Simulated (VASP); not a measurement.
Here is a VASP 6.6.1 calculation.

File INCAR:

```
PREC = Accurate ; ENCUT = 520
EDIFF = 1E-8 ; ISMEAR = -1
SIGMA = 0.08 ; LREAL = False
LASPH = True ; NELM = 80
ALGO = Normal ; ISIF = 2
LWAVE = False ; LCHARG = False
GGA = PE ; LEFG = True
NBANDS = 14
```

File KPOINTS:

```
Automatic mesh
0
Gamma
  16 16 16
```

Contents of POSCAR:

```
Rh
1.0
    0.0000000000      1.9015500000      1.8825345000
    1.9015500000      0.0000000000      1.8825345000
    1.9015500000      1.9015500000      0.0000000000
Rh
1
Direct
    0.0000000000      0.0000000000      0.0000000000
```

Potentials or basis: VASP PAW PBE potentials, release 64 (Rh_pv).

Launch:

```sh
$ cat potpaw_PBE.64/Rh_pv/POTCAR > POTCAR
$ mpirun -np 1 vasp_std > vasp.out
```

**Question.** Estimate the pressure.

**Answer.** 9.0 GPa.

Electric field gradients, principal values (V/Å²):
```tsv
atom	least	middle	greatest (by size)
1 Rh	0.451	0.451	-0.902
```

Caveat: the cell differs from its parent crystal (zz strain of -1 %); without QUAD_EFG the Cq values of the log hold for a quadrupole moment of 1 mb, not for the nuclei.
